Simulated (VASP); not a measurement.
**Be18HCO: single point with PBE+D3(BJ)**

System: Be18HCO, a slab with vacuum.

```
CELL_PARAMETERS angstrom
4.58000 0.00000 0.00000
3.43500 5.94960 0.00000
0.00000 0.00000 14.58843
ATOMIC_POSITIONS crystal
Be 0.00000 0.00000 0.06855
Be 0.50000 0.00000 0.06855
Be 0.00000 0.33333 0.06855
Be 0.50000 0.33333 0.06855
Be 0.00000 0.66667 0.06855
Be 0.50000 0.66667 0.06855
Be 0.83412 0.21257 0.18943
Be 0.33514 0.21872 0.19091
Be 0.83304 0.56053 0.19116
Be 0.33607 0.55155 0.19333
Be 0.83357 0.88422 0.19138
Be 0.32660 0.88198 0.19244
Be 0.98530 0.99404 0.32242
Be 0.46292 0.01083 0.31175
Be 0.99077 0.33076 0.30996
Be 0.51256 0.31745 0.31188
Be 0.03826 0.62801 0.32172
Be 0.52577 0.64447 0.30837
C 0.68444 0.94076 0.41072
H 0.59074 0.01544 0.47863
O 0.00770 0.77135 0.41312
```

```yaml
Program: VASP 6.6.1
Task: single point
Functional: PBE
Dispersion: D3(BJ)
Potentials_or_basis: VASP PAW PBE potentials, release 64 (Be, C, H, O)
Cutoff: 520 eV
k_mesh: 5 × 4 × 1
Occupations: gaussian, width 0.15 eV
Spin: no spin polarisation
Dipole_correction: no
Further_INCAR_settings: LREAL = Auto; ALGO = Normal; EDIFF = 1e-06; NBANDS = 40
```

* Largest force: 0.563 eV/Å
* Band gap on the k mesh: zero (an odd number of electrons rules out a gap without spin polarisation)
* Dispersion energy per atom: -0.207 eV

Forces on the atoms (eV/Å):
```
Be   0.000 -0.125  0.097
Be  -0.070  0.001 -0.093
Be   0.049 -0.094 -0.196
Be  -0.140 -0.037 -0.108
Be   0.071 -0.120  0.055
Be  -0.061  0.000  0.070
Be  -0.009 -0.038  0.046
Be  -0.020  0.012  0.005
Be  -0.017 -0.018 -0.006
Be   0.017 -0.038  0.003
Be  -0.013  0.004  0.025
Be  -0.056 -0.043  0.011
Be  -0.103 -0.088  0.167
Be  -0.087  0.041 -0.029
Be  -0.045 -0.018  0.037
Be  -0.054 -0.045  0.070
Be   0.013 -0.106 -0.034
Be   0.034 -0.102  0.032
C   -0.064  0.503 -0.032
H    0.039  0.146  0.028
O    0.517  0.165 -0.149
```

Levels at points of the mesh, in eV from the Fermi level:
| k point | band 21 | band 22 | band 23 | band 24 | band 25 | band 26 | band 27 | band 28 |
| --- | --- | --- | --- | --- | --- | --- | --- | --- |
| (0.00, 0.00, 0.00) | -1.42 | -0.92 | -0.41 | -0.06 | 0.73 | 1.38 | 2.47 | 3.02 |
| (0.00, 0.50, 0.00) | -1.65 | -1.36 | -0.75 | -0.40 | -0.12 | 1.18 | 1.99 | 2.84 |

Wall time 11 min on 1 thread of Oxide Virtual Turin-like Processor, with other jobs on the host, peak memory 0.48 GiB.

Caveat: there is no dipole correction, which matters where the two faces differ; an odd number of electrons without spin polarisation forces a metal; a magnetic or distorted state may lie lower.
